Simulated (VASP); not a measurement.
# Fe5Pt (P4/mmm) in VASP: single point with PBE

Aim: the single point of Fe5Pt with PBE.

Program: VASP 6.6.1. These are calculated values, not measurements. Logs are shortened: lines on timing, memory, paths and dates and some standing lists are left out, and cuts for length are marked.

### Step 1. The cell of the first run

It takes space group P4/mmm (No. 123, tetragonal). The conventional cell has a = 2.891 Å, b = 2.891 Å, c = 8.984 Å, α = 90.00°, β = 90.00°, γ = 90.00°. Within 3.4 Å of Fe (site symmetry 4mm) lie 10 Fe at 2.47 to 3.38 Å and 4 Pt at 2.65 Å. Within 3.3 Å of Fe (site symmetry 4mm) lie 13 Fe at 2.47 to 2.89 Å and 1 Pt at 3.07 Å. Within 3.3 Å of Fe (site symmetry 4/mmm) lie 14 Fe at 2.49 to 2.89 Å. Pt (site symmetry 4/mmm) has 10 Fe at 2.65 to 3.07 Å and 4 Pt at 2.89 Å within 3.5 Å.

### Step 2. Single point, PBE, collinear spin, ferromagnetic start

File INCAR:

```
SYSTEM = Fe5Pt
PREC = Accurate
ENCUT = 520
EDIFF = 1E-7
ISMEAR = 0
SIGMA = 0.1
LREAL = .False.
LASPH = .True.
NELM = 150
ALGO = Normal
ISIF = 2
LWAVE = .False.
LCHARG = .True.
ISPIN = 2
MAGMOM = 2.9 2.9 2.9 2.9 2.9 0.57
LORBIT = 11
LMAXMIX = 4
GGA = PE
LELF = .True.
LVHAR = .True.
NBANDS = 38
```

File KPOINTS:

```
regular mesh
0
Gamma
  6 6 2
  0 0 0
```

File POSCAR:

```
Fe5Pt
1.0
    2.8913363000      0.0000000000      0.0000000000
    0.0000000000      2.8913363000      0.0000000000
    0.0000000000      0.0000000000      8.9839738000
Fe Pt
5 1
Direct
    0.5000000000      0.5000000000      0.1879580000
    0.0000000000      0.0000000000      0.3417790000
    0.5000000000      0.5000000000      0.5000000000
    0.0000000000      0.0000000000      0.6582210000
    0.5000000000      0.5000000000      0.8120420000
    0.0000000000      0.0000000000      0.0000000000
```

Potentials or basis: VASP PAW PBE potentials, release 64 (Fe, Pt).

Run with:

```bash
$ cat potpaw_PBE.64/Fe/POTCAR potpaw_PBE.64/Pt/POTCAR > POTCAR
$ mpirun -np 1 vasp_std > vasp.out
```

OUTCAR:

```text
SYSTEM = Fe5Pt
   PREC = Accurate
   ENCUT = 520
   EDIFF = 1E-7
   ISMEAR = 0
   LREAL = .False.
   LASPH = .True.
   NELM = 150
   ISIF = 2
   ISPIN = 2
   LORBIT = 11
   GGA = PE

 ion  position               nearest neighbor table
   1  0.500  0.500  0.188-   2 2.47   2 2.47   2 2.47   2 2.47   6 2.65   6 2.65   6 2.65   6 2.65
                             3 2.80
   2  0.000  0.000  0.342-   1 2.47   1 2.47   1 2.47   1 2.47   3 2.49   3 2.49   3 2.49   3 2.49
                             4 2.84   6 3.07
   3  0.500  0.500  0.500-   2 2.49   4 2.49   2 2.49   4 2.49   2 2.49   4 2.49   2 2.49   4 2.49
                             1 2.80   5 2.80
   4  0.000  0.000  0.658-   5 2.47   5 2.47   5 2.47   5 2.47   3 2.49   3 2.49   3 2.49   3 2.49
                             2 2.84   6 3.07
   5  0.500  0.500  0.812-   4 2.47   4 2.47   4 2.47   4 2.47   6 2.65   6 2.65   6 2.65   6 2.65
                             3 2.80
   6  0.000  0.000  0.000-   1 2.65   5 2.65   1 2.65   5 2.65   1 2.65   5 2.65   1 2.65   5 2.65
                             4 3.07   2 3.07

  LATTYP: Found a simple tetragonal cell.
 ALAT       =     2.8913363000
 C/A-ratio  =     3.1072047205

  Lattice vectors:

 A1 = (   2.8913363000,   0.0000000000,   0.0000000000)
 A2 = (   0.0000000000,   2.8913363000,   0.0000000000)
 A3 = (   0.0000000000,   0.0000000000,   8.9839738000)

Analysis of symmetry for initial positions (statically):
=====================================================================
 Subroutine PRICEL returns:
 Original cell was already a primitive cell.

 Routine SETGRP: Setting up the symmetry group for a
 simple tetragonal supercell.

 Subroutine GETGRP returns: Found 16 space group operations
 (whereof 16 operations were pure point group operations)
 out of a pool of 16 trial point group operations.

The static configuration has the point symmetry D_4h.

Analysis of symmetry for dynamics (positions and initial velocities):
=====================================================================
 Subroutine PRICEL returns:
 Original cell was already a primitive cell.

 Routine SETGRP: Setting up the symmetry group for a
 simple tetragonal supercell.

 Subroutine GETGRP returns: Found 16 space group operations
 (whereof 16 operations were pure point group operations)
 out of a pool of 16 trial point group operations.

The dynamic configuration has the point symmetry D_4h.

Analysis of structural, dynamic, and magnetic symmetry:
=====================================================================
 Subroutine PRICEL returns:
 Original cell was already a primitive cell.

 Routine SETGRP: Setting up the symmetry group for a
 simple tetragonal supercell.

 Subroutine GETGRP returns: Found 16 space group operations
 (whereof 16 operations were pure point group operations)
 out of a pool of 16 trial point group operations.

The overall configuration has the point symmetry D_4h.

 Subroutine INISYM returns: Found 16 space group operations
 (whereof 16 operations are pure point group operations),
 and found     1 'primitive' translations

----------------------------------------------------------------------------------------

                                     Primitive cell

  volume of cell :      75.1045

  direct lattice vectors                    reciprocal lattice vectors
     2.891336300  0.000000000  0.000000000     0.345860840  0.000000000  0.000000000
     0.000000000  2.891336300  0.000000000     0.000000000  0.345860840  0.000000000
     0.000000000  0.000000000  8.983973800     0.000000000  0.000000000  0.111309318

  length of vectors
     2.891336300  2.891336300  8.983973800     0.345860840  0.345860840  0.111309318

  position of ions in fractional coordinates (direct lattice)
     0.500000000  0.500000000  0.187958000
     0.000000000  0.000000000  0.341779000
     0.500000000  0.500000000  0.500000000
     0.000000000  0.000000000  0.658221000
     0.500000000  0.500000000  0.812042000
     0.000000000  0.000000000  0.000000000

  ion indices of the primitive-cell ions
   primitive index   ion index
                 1           1
                 2           2
                 3           3
                 4           4
                 5           5
                 6           6
[... 48 lines left out ...]
  0.500000  0.500000  0.500000      1.000000
   k-points           NKPTS =     20   k-points in BZ     NKDIM =     20   number of bands    NBANDS=     38
   number of dos      NEDOS =    301   number of ions     NIONS =      6
   total plane-waves  NPLWV =  40320
   dimension x,y,z NGX =    24 NGY =   24 NGZ =   70
   dimension x,y,z NGXF=    48 NGYF=   48 NGZF=  140
   ions per type =               5   1
   NGX,Y,Z   is equivalent  to a cutoff of  13.80, 13.80, 12.95 a.u.
   NGXF,Y,Z  is equivalent  to a cutoff of  27.60, 27.60, 25.91 a.u.
 SYSTEM =  Fe5Pt
   PREC   = accura    normal or accurate (medium, high low for compatibility)
   ISTART =      0    job   : 0-new  1-cont  2-samecut
   ICHARG =      2    charge: 1-file 2-atom 10-const
   ISPIN  =      2    spin polarized calculation?
   LNONCOLLINEAR =      F non collinear calculations
   LSORBIT =      F    spin-orbit coupling
   LASPH  =      T    aspherical Exc in radial PAW
   ENCUT  =  520.0 eV  38.22 Ry    6.18 a.u.   5.38  5.38 16.70*2*pi/ulx,y,z
   NELM   =    150;   NELMIN=  2; NELMDL= -5     # of ELM steps
   EDIFF  = 0.1E-06   stopping-criterion for ELM
   LREAL  =      F    real-space projection
   EDIFFG = 0.1E-05   stopping-criterion for IOM
   NSW    =      0    number of steps for IOM
   IBRION =     -1    ionic relax: 0-MD 1-quasi-New 2-CG
   NFREE  =      0    steps in history (QN), initial steepest desc. (CG)
   ISIF   =      2    stress and relaxation
   ISYM   =      2    0-nonsym 1-usesym 2-fastsym
   POTIM  = 0.5000    time-step for ionic-motion
   TEBEG  =    0.0;   TEEND  =   0.0 temperature during run
   PSTRESS=    0.0 pullay stress
   NELECT =      50.0000    total number of electrons
   NUPDOWN=      -1.0000    fix difference up-down
   EMIN   =  10.00;   EMAX   =-10.00  energy-range for DOS
   EFERMI =   0.00;   METHOD = LEGACY
   ISMEAR =     0;   SIGMA  =   0.10  broadening in eV -4-tet -1-fermi 0-gaus
   EFERMI_NEDOS =   21; number of points for ismear=-14 and -15
   IALGO  =     38    algorithm
   IMIX   =      4    mixing-type and parameters
     AMIX     =   0.40;   BMIX     =  1.00
     AMIX_MAG =   1.60;   BMIX_MAG =  1.00
  volume/ion in A,a.u.               =      12.52        84.47
  Fermi-wavevector in a.u.,A,eV,Ry     =   1.429474  2.701314 27.802090  2.043396
  Thomas-Fermi vector in A             =   2.549424
   LORBIT       =     11    0 simple, 1 ext, 2 COOP (PROOUT), +10 PAW based schemes
   GGA     = PE    functional components
   LHFCALC =     F    Hartree Fock is set to
   AEXX    =    0.0000 exact exchange contribution
   IVDW    =     0    specifies the selected vdW correction
   LEPSILON=     F    determine dielectric tensor
   LRPA    =     F    only Hartree local field effects (RPA)
 spin polarized calculation
 Gauss-broadening in eV      SIGMA  =   0.10
  energy-cutoff  :      520.00
  volume of cell :       75.10
 maximum number of plane-waves:      2049
 NGX is ok and might be reduce to    24
   NGX = 11   NGY = 11   NGZ = 33

 number of electron      49.9999971 magnetization      13.2217407

 Free energy of the ion-electron system (eV)
  ---------------------------------------------------
  ext. energy  EPLUGINS =         0.00000000
  ---------------------------------------------------
  free energy    TOTEN  =       -47.51782705 eV

  energy without entropy =      -47.47894627  energy(sigma->0) =      -47.49838666

 E-fermi :   6.8075     XC(G=0): -12.9271

 val. band max:        6.8011567541   @ k =   0.5000   0.0000   0.5000
 cond. band min:       6.8119191457   @ k =   0.1667   0.0000   0.5000
 fundamental gap:      0.0107623915
 Fermi energy:         6.8074835284

 spin component 1

 k-point     1 :       0.0000    0.0000    0.0000
  band No.  band energies     occupation
      1      -2.3190      1.00000
      2      -0.3827      1.00000
      3       0.2092      1.00000
      4       0.8758      1.00000
      5       1.0263      1.00000
      6       2.3464      1.00000
[... 789 lines left out ...]
     36      13.4340      0.00000
     37      13.5067      0.00000
 Fermi energy:         6.8074835284

 spin component 2

 k-point     1 :       0.0000    0.0000    0.0000
  band No.  band energies     occupation
      1      -2.1334      1.00000
      2      -0.1980      1.00000
      3       0.4919      1.00000
      4       1.3817      1.00000
      5       1.7214      1.00000
      6       3.9603      1.00000
[... 789 lines left out ...]
     36      14.8913      0.00000
     37      15.0041      0.00000
 [bands above 37 left out]

------------------------ aborting loop because EDIFF is reached ----------------------------------------

  FORCE on cell =-STRESS in cart. coord.  units (eV):
  Direction    XX          YY          ZZ          XY          YZ          ZX
  --------------------------------------------------------------------------------------
  -------------------------------------------------------------------------------------
  Total       -0.6090325     -0.6090325      0.0443741      0.0000000      0.0000000     -0.0000000
  in kB      -12.9922791    -12.9922791      0.9466165      0.0000000      0.0000000     -0.0000000
  external PRESSURE =      -8.3459806 kB  Pullay stress =       0.0000000 kB

 VOLUME and BASIS-vectors are now :
 -----------------------------------------------------------------------------
  energy-cutoff  :      520.00
  volume of cell :       75.10
      direct lattice vectors                 reciprocal lattice vectors
     2.891336300  0.000000000  0.000000000     0.345860840  0.000000000  0.000000000
     0.000000000  2.891336300  0.000000000     0.000000000  0.345860840  0.000000000
     0.000000000  0.000000000  8.983973800     0.000000000  0.000000000  0.111309318

 POSITION                                       TOTAL-FORCE (eV/Angst)
 -----------------------------------------------------------------------------------
      1.44567      1.44567      1.68861         0.000000     -0.000000      0.051212
      0.00000      0.00000      3.07053        -0.000000      0.000000      0.032916
      1.44567      1.44567      4.49199        -0.000000      0.000000      0.000000
      0.00000      0.00000      5.91344        -0.000000      0.000000     -0.032916
      1.44567      1.44567      7.29536         0.000000     -0.000000     -0.051212
      0.00000      0.00000      0.00000        -0.000000      0.000000      0.000000
 -----------------------------------------------------------------------------------
    total drift:                                0.000000     -0.000000      0.000000

  FREE ENERGIE OF THE ION-ELECTRON SYSTEM (eV)
  ---------------------------------------------------
  free  energy   TOTEN  =       -47.5178270532 eV

  energy  without entropy=      -47.4789462686  energy(sigma->0) =      -47.49838666

 total charge

# of ion       s       p       d       tot
------------------------------------------
    1        0.451   0.484   6.168   7.103
    2        0.467   0.491   6.254   7.212
    3        0.471   0.497   6.215   7.184
    4        0.467   0.491   6.254   7.212
    5        0.451   0.484   6.168   7.103
    6        0.692   0.629   8.017   9.337
--------------------------------------------------
tot          2.999   3.076  39.075  45.150

 magnetization (x)

# of ion       s       p       d       tot
------------------------------------------
    1       -0.000  -0.028   2.792   2.764
    2       -0.016  -0.052   2.457   2.390
    3       -0.010  -0.060   2.534   2.464
    4       -0.016  -0.052   2.457   2.390
    5       -0.000  -0.028   2.792   2.764
    6       -0.024  -0.052   0.495   0.419
--------------------------------------------------
tot         -0.065  -0.271  13.527  13.191
```

It took 88 s on 1 thread of Intel Xeon 6975P-C (Granite Rapids), shared host; peak memory 0.27 GiB.

What came out:

| Property | Result |
| --- | --- |
| Free energy | -47.5178 eV |
| Pressure | -0.8 GPa |
| Largest force | 0.051 eV/Å |
| Net moment | 13.22 μB per cell |
| Site moments | Fe +2.76, +2.39, +2.46 (each value once); Pt +0.42 μB |
| Valence electrons inside the program's atomic spheres | Fe 7.10, 7.21, 7.18 (each value once); Pt 9.34 |

Forces in eV/Å, atoms in the order of the input:
```
Fe   0.000  0.000  0.051
Fe   0.000  0.000  0.033
Fe   0.000  0.000  0.000
Fe   0.000  0.000 -0.033
Fe   0.000  0.000 -0.051
Pt   0.000  0.000  0.000
```

Stress tensor (GPa, compression positive):
```
-1.30  0.00  0.00
 0.00 -1.30  0.00
 0.00  0.00  0.09
```

Caveat: the k points lie up to 0.36 Å⁻¹ apart; spin-orbit coupling is left out, which moves the levels of the heavy elements.
